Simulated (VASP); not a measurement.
# WSe2 (P2_1/m) in VASP: further runs

WSe2 is run at these levels: PBE+D3(BJ); tasks: single point.

Everything below comes from runs of VASP 6.6.1. Logs are shortened: lines on timing, memory, paths and dates and some standing lists are left out, and cuts for length are marked.

### Step 1. The cell of the first run

The typed cell holds 6 atoms: a = 3.230 Å, b = 3.273 Å, c = 12.818 Å, α = 90.00°, β = 90.00°, γ = 119.53°.

### Step 2. Single point, PBE+D3(BJ) (uniaxial strain along a: -1.5 %, then relaxed in part)

The input, INCAR:

```
SYSTEM = WSe2
ALGO = Normal ; EDIFF = 1E-7
ENCUT = 520 ; GGA = PE
ISIF = 2 ; ISMEAR = 0
IVDW = 12 ; LASPH = .True.
LCHARG = .False. ; LREAL = .False.
LWAVE = .False. ; NBANDS = 35
NELM = 60 ; PREC = Accurate
SIGMA = 0.02
```

The input, KPOINTS:

```
k-points
0
Gamma
  12 12 2
  0 0 0
```

The input, POSCAR:

```
WSe2
1.0
    3.2299860014      0.0010253537      0.0000000000
   -1.6140881152      2.8467924761      0.0000000000
    0.0000000000      0.0000000000     12.8181799593
W Se
2 4
Direct
    0.6669628365      0.3339888037      0.2499993853
    0.3330371635      0.6660111963      0.7500006147
    0.3347740239      0.6697723651      0.3819932923
    0.6652243320      0.3302238207      0.8819954905
    0.3347756680      0.6697761793      0.1180045095
    0.6652259761      0.3302276349      0.6180067077
```

Potentials or basis: VASP PAW PBE potentials, release 64 (W_sv, Se).

Command:

```sh
$ cat potpaw_PBE.64/W_sv/POTCAR potpaw_PBE.64/Se/POTCAR > POTCAR
$ mpirun -np 1 vasp_std > vasp.out
```

OUTCAR:

```text
SYSTEM = WSe2
   EDIFF = 1E-7
   ENCUT = 520
   GGA = PE
   ISIF = 2
   ISMEAR = 0
   IVDW = 12
   LASPH = .True.
   LREAL = .False.
   NELM = 60
   PREC = Accurate
 IVDW          = 12

 ion  position               nearest neighbor table
   1  0.667  0.334  0.250-   3 2.53   5 2.53   3 2.53   5 2.53   3 2.54   5 2.54
   2  0.333  0.666  0.750-   6 2.53   4 2.53   6 2.53   4 2.53   6 2.54   4 2.54
   3  0.335  0.670  0.382-   1 2.53   1 2.53   1 2.54
   4  0.665  0.330  0.882-   2 2.53   2 2.53   2 2.54
   5  0.335  0.670  0.118-   1 2.53   1 2.53   1 2.54
   6  0.665  0.330  0.618-   2 2.53   2 2.53   2 2.54

  LATTYP: Found a simple monoclinic cell.
 ALAT       =     3.2299861641
 B/A-ratio  =     3.9684937668
 C/A-ratio  =     1.0131741358
 COS(beta)  =    -0.4929458748

  Lattice vectors:

 A1 = (   3.2299860014,   0.0010253537,   0.0000000000)
 A2 = (   0.0000000000,   0.0000000000, -12.8181799593)
 A3 = (  -1.6140881152,   2.8467924761,   0.0000000000)

Analysis of symmetry for initial positions (statically):
=====================================================================
 Subroutine PRICEL returns:
 Original cell was already a primitive cell.

 Routine SETGRP: Setting up the symmetry group for a
 simple monoclinic supercell.

 Subroutine GETGRP returns: Found  4 space group operations
 (whereof  2 operations were pure point group operations)
 out of a pool of  4 trial point group operations.

The static configuration has the point symmetry S_2 .
 The point group associated with its full space group is C_2h.

Analysis of symmetry for dynamics (positions and initial velocities):
=====================================================================
 Subroutine PRICEL returns:
 Original cell was already a primitive cell.

 Routine SETGRP: Setting up the symmetry group for a
 simple monoclinic supercell.

 Subroutine GETGRP returns: Found  4 space group operations
 (whereof  2 operations were pure point group operations)
 out of a pool of  4 trial point group operations.

The dynamic configuration has the point symmetry S_2 .
 The point group associated with its full space group is C_2h.

 Subroutine INISYM returns: Found  4 space group operations
 (whereof  2 operations are pure point group operations),
 and found     1 'primitive' translations

----------------------------------------------------------------------------------------

                                     Primitive cell

  volume of cell :     117.8857

  direct lattice vectors                    reciprocal lattice vectors
     3.229986001  0.001025354  0.000000000     0.309543151  0.175506267  0.000000000
    -1.614088115  2.846792476  0.000000000    -0.000111491  0.351209318  0.000000000
     0.000000000  0.000000000 12.818179959     0.000000000  0.000000000  0.078014196

  length of vectors
     3.229986164  3.272538441 12.818179959     0.355836215  0.351209336  0.078014196

  position of ions in fractional coordinates (direct lattice)
     0.666962836  0.333988804  0.249999385
     0.333037164  0.666011196  0.750000615
     0.334774024  0.669772365  0.381993292
     0.665224332  0.330223821  0.881995491
     0.334775668  0.669776179  0.118004509
     0.665225976  0.330227635  0.618006708

  ion indices of the primitive-cell ions
   primitive index   ion index
                 1           1
                 2           2
                 3           3
                 4           4
                 5           5
                 6           6

----------------------------------------------------------------------------------------

 KPOINTS: k-points

Automatic generation of k-mesh.
 Grid dimensions read from file:
 generate k-points for:   12   12    2

 Generating k-lattice:

  Cartesian coordinates                     Fractional coordinates (reciprocal lattice)
     0.025795263  0.014625522  0.000000000     0.083333333  0.000000000  0.000000000
    -0.000009291  0.029267443  0.000000000     0.000000000  0.083333333  0.000000000
     0.000000000  0.000000000  0.039007098     0.000000000  0.000000000  0.500000000

  Length of vectors
     0.029653018  0.029267445  0.039007098

  Shift w.r.t. Gamma in fractional coordinates (k-lattice)
     0.000000000  0.000000000  0.000000000

 Subroutine IBZKPT returns following result:
 ===========================================

 Found    148 irreducible k-points:

 Following reciprocal coordinates:
            Coordinates               Weight
  0.000000  0.000000  0.000000      1.000000
  0.083333 -0.000000  0.000000      2.000000
  0.166667 -0.000000  0.000000      2.000000
  0.250000 -0.000000  0.000000      2.000000
  0.333333  0.000000  0.000000      2.000000
  0.416667 -0.000000  0.000000      2.000000
[... 16 lines left out ...]
  0.250000  0.166667  0.000000      2.000000
  0.333333  0.166667  0.000000      2.000000
 [... further k-points ...]
   k-points           NKPTS =    148   k-points in BZ     NKDIM =    148   number of bands    NBANDS=     35
   number of dos      NEDOS =    301   number of ions     NIONS =      6
   total plane-waves  NPLWV =  55296
   dimension x,y,z NGX =    24 NGY =   24 NGZ =   96
   dimension x,y,z NGXF=    48 NGYF=   48 NGZF=  192
   ions per type =               2   4
   NGX,Y,Z   is equivalent  to a cutoff of  12.35, 12.19, 12.45 a.u.
   NGXF,Y,Z  is equivalent  to a cutoff of  24.71, 24.38, 24.90 a.u.
 SYSTEM =  WSe2
   PREC   = accura    normal or accurate (medium, high low for compatibility)
   ISTART =      0    job   : 0-new  1-cont  2-samecut
   ICHARG =      2    charge: 1-file 2-atom 10-const
   ISPIN  =      1    spin polarized calculation?
   LNONCOLLINEAR =      F non collinear calculations
   LSORBIT =      F    spin-orbit coupling
   LASPH  =      T    aspherical Exc in radial PAW
   ENCUT  =  520.0 eV  38.22 Ry    6.18 a.u.   6.01  6.08 23.83*2*pi/ulx,y,z
   NELM   =     60;   NELMIN=  2; NELMDL= -5     # of ELM steps
   EDIFF  = 0.1E-06   stopping-criterion for ELM
   LREAL  =      F    real-space projection
   EDIFFG = 0.1E-05   stopping-criterion for IOM
   NSW    =      0    number of steps for IOM
   IBRION =     -1    ionic relax: 0-MD 1-quasi-New 2-CG
   NFREE  =      0    steps in history (QN), initial steepest desc. (CG)
   ISIF   =      2    stress and relaxation
   ISYM   =      2    0-nonsym 1-usesym 2-fastsym
   POTIM  = 0.5000    time-step for ionic-motion
   TEBEG  =    0.0;   TEEND  =   0.0 temperature during run
   PSTRESS=    0.0 pullay stress
   NELECT =      52.0000    total number of electrons
   NUPDOWN=      -1.0000    fix difference up-down
   EMIN   =  10.00;   EMAX   =-10.00  energy-range for DOS
   EFERMI =   0.00;   METHOD = LEGACY
   ISMEAR =     0;   SIGMA  =   0.02  broadening in eV -4-tet -1-fermi 0-gaus
   EFERMI_NEDOS =   21; number of points for ismear=-14 and -15
   IALGO  =     38    algorithm
   IMIX   =      4    mixing-type and parameters
     AMIX     =   0.40;   BMIX     =  1.00
     AMIX_MAG =   1.60;   BMIX_MAG =  1.00
  volume/ion in A,a.u.               =      19.65       132.59
  Fermi-wavevector in a.u.,A,eV,Ry     =   1.246203  2.354983 21.130162  1.553023
  Thomas-Fermi vector in A             =   2.380391
   LORBIT       =      0    0 simple, 1 ext, 2 COOP (PROOUT), +10 PAW based schemes
   GGA     = PE    functional components
   LHFCALC =     F    Hartree Fock is set to
   AEXX    =    0.0000 exact exchange contribution
   IVDW    =    12    specifies the selected vdW correction
   LEPSILON=     F    determine dielectric tensor
   LRPA    =     F    only Hartree local field effects (RPA)
 non-spin polarized calculation
 Gauss-broadening in eV      SIGMA  =   0.02
  energy-cutoff  :      520.00
  volume of cell :      117.89
 maximum number of plane-waves:      3216
   NGX = 13   NGY = 13   NGZ = 47

 number of electron      51.9999996 magnetization

 Free energy of the ion-electron system (eV)
  ---------------------------------------------------
  ext. energy  EPLUGINS =         0.00000000
  ---------------------------------------------------
  free energy    TOTEN  =       -43.03003707 eV

  energy without entropy =      -43.03003707  energy(sigma->0) =      -43.03003707

 E-fermi :   6.8797     XC(G=0): -10.9507

 val. band max:        6.5882112997   @ k =   0.0000   0.0000   0.0000
 cond. band min:       7.4807126228   @ k =  -0.3333   0.1667   0.0000
 fundamental gap:      0.8925013231
 Fermi energy:         6.8796876928

 k-point     1 :       0.0000    0.0000    0.0000
  band No.  band energies     occupation
      1     -67.6833      2.00000
      2     -67.6833      2.00000
      3     -31.9488      2.00000
      4     -31.9487      2.00000
      5     -31.8062      2.00000
      6     -31.8061      2.00000
[... 27 lines left out ...]
     34       9.7106      0.00000
     35      11.2999      0.00000

 k-point     2 :       0.0833   -0.0000    0.0000
  band No.  band energies     occupation
      1     -67.6825      2.00000
      2     -67.6825      2.00000
      3     -31.9454      2.00000
      4     -31.9453      2.00000
      5     -31.8146      2.00000
      6     -31.8145      2.00000
[... 27 lines left out ...]
     34       9.5784      0.00000
     35      11.9220      0.00000

 k-point     3 :       0.1667   -0.0000    0.0000
  band No.  band energies     occupation
      1     -67.6803      2.00000
      2     -67.6802      2.00000
      3     -31.9361      2.00000
      4     -31.9361      2.00000
      5     -31.8519      2.00000
      6     -31.8519      2.00000
[... 27 lines left out ...]
     34      10.0422      0.00000
     35      12.8024      0.00000

 k-point     4 :       0.2500   -0.0000    0.0000
  band No.  band energies     occupation
      1     -67.6772      2.00000
      2     -67.6772      2.00000
      3     -31.9235      2.00000
      4     -31.9234      2.00000
      5     -31.9146      2.00000
      6     -31.9146      2.00000
[... 27 lines left out ...]
     34      10.5027      0.00000
     35      12.9832      0.00000

 k-point     5 :       0.3333    0.0000    0.0000
  band No.  band energies     occupation
      1     -67.6742      2.00000
      2     -67.6741      2.00000
      3     -31.9784      2.00000
      4     -31.9784      2.00000
      5     -31.9108      2.00000
      6     -31.9108      2.00000
[... 638 lines left out ...]
 k-point    22 :       0.1667    0.1667    0.0000
  band No.  band energies     occupation
      1     -67.6761      2.00000
      2     -67.6761      2.00000
      3     -31.9430      2.00000
      4     -31.9429      2.00000
      5     -31.9183      2.00000
      6     -31.9183      2.00000
[... 27 lines left out ...]
     34      11.0588      0.00000
     35      13.3276      0.00000

 k-point    23 :       0.2500    0.1667    0.0000
  band No.  band energies     occupation
      1     -67.6735      2.00000
      2     -67.6734      2.00000
      3     -31.9815      2.00000
      4     -31.9814      2.00000
      5     -31.9072      2.00000
      6     -31.9072      2.00000
[... 27 lines left out ...]
     34      11.3870      0.00000
     35      12.3909      0.00000

 k-point    24 :       0.3333    0.1667    0.0000
  band No.  band energies     occupation
      1     -67.6714      2.00000
      2     -67.6714      2.00000
      3     -32.0099      2.00000
      4     -32.0099      2.00000
      5     -31.8989      2.00000
      6     -31.8989      2.00000
[... 27 lines left out ...]
     34      11.4600      0.00000
     35      11.4877      0.00000

 [... further k-points ...]

------------------------ aborting loop because EDIFF is reached ----------------------------------------

 Edisp (eV)   -2.88230

 E8    (eV) :    -1.2855

  FORCE on cell =-STRESS in cart. coord.  units (eV):
  Direction    XX          YY          ZZ          XY          YZ          ZX
  --------------------------------------------------------------------------------------
  -------------------------------------------------------------------------------------
  Total       2.48142     0.19019     0.31278    -0.03894     0.00000     0.00000
  in kB      33.72485     2.58490     4.25099    -0.52928     0.00000     0.00000
  external pressure =       13.52 kB  Pullay stress =        0.00 kB

 VOLUME and BASIS-vectors are now :
 -----------------------------------------------------------------------------
  energy-cutoff  :      520.00
  volume of cell :      117.89
      direct lattice vectors                 reciprocal lattice vectors
     3.229986001  0.001025354  0.000000000     0.309543151  0.175506267  0.000000000
    -1.614088115  2.846792476  0.000000000    -0.000111491  0.351209318  0.000000000
     0.000000000  0.000000000 12.818179959     0.000000000  0.000000000  0.078014196

 POSITION                                       TOTAL-FORCE (eV/Angst)
 -----------------------------------------------------------------------------------
      1.61519      0.95148      3.20454         0.000153     -0.001679     -0.000000
      0.00070      1.89634      9.61364        -0.000153      0.001679      0.000000
      0.00024      1.90705      4.89646        -0.000067      0.000935      0.047569
      1.61565      0.94076     11.30558         0.000067     -0.000935      0.047569
      0.00024      1.90706      1.51260        -0.000067      0.000935     -0.047569
      1.61565      0.94077      7.92172         0.000067     -0.000935     -0.047569
 -----------------------------------------------------------------------------------
    total drift:                               -0.000371      0.016936     -0.000000

  FREE ENERGIE OF THE ION-ELECTRON SYSTEM (eV)
  ---------------------------------------------------
  free  energy   TOTEN  =       -45.9123322604 eV

  energy  without entropy=      -45.9123322604  energy(sigma->0) =      -45.91233226
```

It took 11 min on 1 thread of Intel Xeon 8259CL, shared host; peak memory 0.6 GiB.

Results:

| Quantity | Value |
| --- | --- |
| Free energy | -45.9123 eV |
| Pressure | 1.4 GPa |
| Largest force | 0.048 eV/Å |
| Band gap on the k mesh | 0.89 eV (least direct gap 1.64 eV) |
| Dispersion energy per atom | -0.480 eV |

Forces in eV/Å, atoms in the order of the input:
```
W    0.000 -0.002  0.000
W    0.000  0.002  0.000
Se   0.000  0.001  0.048
Se   0.000 -0.001  0.048
Se   0.000  0.001 -0.048
Se   0.000 -0.001 -0.048
```

Caveat: the cell differs from its parent crystal (uniaxial strain along a: -1.5 %, then relaxed in part); spin-orbit coupling is left out, which moves the levels of the heavy elements.

### Step 3. Single point, PBE+D3(BJ) (uniaxial strain along a: +3.0 %, then relaxed in part)

The input, INCAR:

```
ALGO = Normal
EDIFF = 1E-7
ENCUT = 520
GGA = PE
ISIF = 2
ISMEAR = 0
IVDW = 12
LASPH = T
LCHARG = F
LREAL = F
LWAVE = F
NBANDS = 35
NELM = 100
PREC = Accurate
SIGMA = 0.02
```

The input, KPOINTS:

```
k-points
0
Gamma
  12 12 2
```

The input, POSCAR:

```
WSe2
1.0
    3.3775486215     -0.0015644737      0.0000000000
   -1.6900798568      2.8236933352      0.0000000000
    0.0000000000      0.0000000000     12.7289133170
W Se
2 4
Direct
    0.6657323293      0.3311669894      0.2500000000
    0.3342676707      0.6688330106      0.7500000000
    0.3299275023      0.6593576659      0.3811408189
    0.6700724977      0.3406423341      0.8811408189
    0.3299275023      0.6593576659      0.1188591811
    0.6700724977      0.3406423341      0.6188591811
```

Potentials or basis: VASP PAW PBE potentials, release 64 (W_sv, Se).

Command:

```sh
$ cat potpaw_PBE.64/W_sv/POTCAR potpaw_PBE.64/Se/POTCAR > POTCAR
$ mpirun -np 1 vasp_std > vasp.out
```

Run time: 20 min. Hardware: 1 thread of Intel Xeon 8259CL, shared host; peak memory 0.58 GiB.

Results (log left out):

```
Free energy                : -45.8743 eV
Pressure                   : -1.4 GPa
Largest force              : 0.046 eV/Å
Band gap on the k mesh     : 0.87 eV (least direct gap 1.41 eV)
Dispersion energy per atom : -0.466 eV
```

Forces in eV/Å, atoms in the order of the input:
```
W    0.000  0.005  0.000
W    0.000 -0.005  0.000
Se   0.000 -0.003  0.046
Se   0.000  0.003  0.046
Se   0.000 -0.003 -0.046
Se   0.000  0.003 -0.046
```

Stress tensor (GPa, compression positive):
```
-4.81  0.07  0.00
 0.07  0.32  0.00
 0.00  0.00  0.39
```

Levels at points of the mesh, in eV from the valence-band top:
```tsv
k point	band 24	band 25	band 26	band 27	band 28	band 29
(0.00, 0.00, 0.00)	-1.11	-0.89	0.00	2.34	2.36	2.43
(0.50, 0.00, 0.00)	-1.43	-1.37	-1.13	1.84	1.88	2.23
(0.00, 0.50, 0.00)	-1.50	-1.41	-1.23	1.97	2.01	2.11
(0.50, 0.50, 0.00)	-1.42	-1.37	-1.12	1.84	1.88	2.23
(0.00, 0.00, 0.50)	-1.55	-0.18	-0.18	2.34	2.34	2.54
(0.50, 0.00, 0.50)	-1.45	-1.28	-1.28	1.86	1.86	2.38
(0.00, 0.50, 0.50)	-1.66	-1.30	-1.30	1.98	1.98	2.37
(0.50, 0.50, 0.50)	-1.46	-1.27	-1.27	1.86	1.86	2.38
```

Caveat: the cell differs from its parent crystal (uniaxial strain along a: +3.0 %, then relaxed in part); the stress differs along the axes, from -5 to 0 GPa; spin-orbit coupling is left out, which moves the levels of the heavy elements.
